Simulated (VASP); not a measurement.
Wanted: the native input for a VASP 6.6.1 run.

| Item | Value |
| --- | --- |
| Task | single point |
| Functional | BLYP |
| Dispersion | D4 |
| Potentials or basis | VASP PAW PBE potentials, release 64 (Co, Si) |
| Cutoff | 520 eV |
| k mesh | 9 × 9 × 9 |
| Occupations | tetrahedron |
| Spin | collinear spin, ferromagnetic start |
| Starting moments | [4.0, 0.0, 0.0] μB |
| Fixed moment | 4 μB |
| Dipole correction | no |
| Further INCAR settings | ALGO = Normal; EDIFF = 1e-06; NBANDS = 20 |

The structure of CoSi2 lies in POSCAR:

```
CoSi2
1.0
    0.0000000000      2.6600263041      2.6600263041
    2.6600263041      0.0000000000      2.6600263041
    2.6600263041      2.6600263041      0.0000000000
Co Si
1 2
Direct
    0.0000000000      0.0000000000      0.0000000000
    0.7500000000      0.7500000000      0.7500000000
    0.2500000000      0.2500000000      0.2500000000
```

The input as run:

INCAR

```
SYSTEM = CoSi2
PREC     = Accurate       ! precision mode
ENCUT    = 520            ! plane-wave cutoff, eV
EDIFF    = 1E-6           ! SCF threshold, eV
ISMEAR   = -5             ! smearing method
SIGMA    = 0.05           ! smearing width, eV
LREAL    = .False.        ! projectors in reciprocal space
LASPH    = .True.         ! aspherical terms in the spheres
NELM     = 150            ! most SCF steps
ALGO     = Normal         ! electronic algorithm
ISIF     = 2              ! what is computed and relaxed
LWAVE    = .False.        ! write WAVECAR
LCHARG   = .True.         ! write CHGCAR
ISPIN    = 2              ! spin polarisation
MAGMOM   = 4 0 0          ! initial moments
LORBIT   = 11             ! projections on sites
NUPDOWN  = 4.0            ! fixed moment
LMAXMIX  = 4              ! l up to which the mixer works
GGA      = B5             ! functional
ALDAX    = 1.0          
AGGAX    = 1.0          
AGGAC    = 1.0          
ALDAC    = 0.0          
IVDW     = 13             ! dispersion correction
VDW_S6   = 1.0          
VDW_S8   = 2.34076671   
VDW_A1   = 0.44488865   
VDW_A2   = 4.0933009    
LELF     = .True.         ! ELF
LVHAR    = .True.       
NBANDS   = 20             ! bands
```

KPOINTS

```
regular mesh
0
Gamma
  9 9 9
  0 0 0
```

Potentials or basis: VASP PAW PBE potentials, release 64 (Co, Si).

Run with:

```bash
$ cat potpaw_PBE.64/Co/POTCAR potpaw_PBE.64/Si/POTCAR > POTCAR
$ mpirun -np 1 vasp_std > vasp.out
```

It gave:

```
Pressure                                              : 37.3 GPa
Net moment                                            : 4.00 μB per cell
Site moments                                          : Co +2.28; Si +0.35 μB
Valence electrons inside the program's atomic spheres : Co 8.69; Si 1.70
Dispersion energy per atom                            : -0.910 eV
```

Caveat: the PAW data sets were made with another functional, which shifts forces and pressure a little; the total moment is fixed, so each spin has its own Fermi level.

It took 120 s on 1 thread of AMD EPYC 7R43 64-Core Processor (Zen 3) (shared host), peak memory 0.15 GiB.
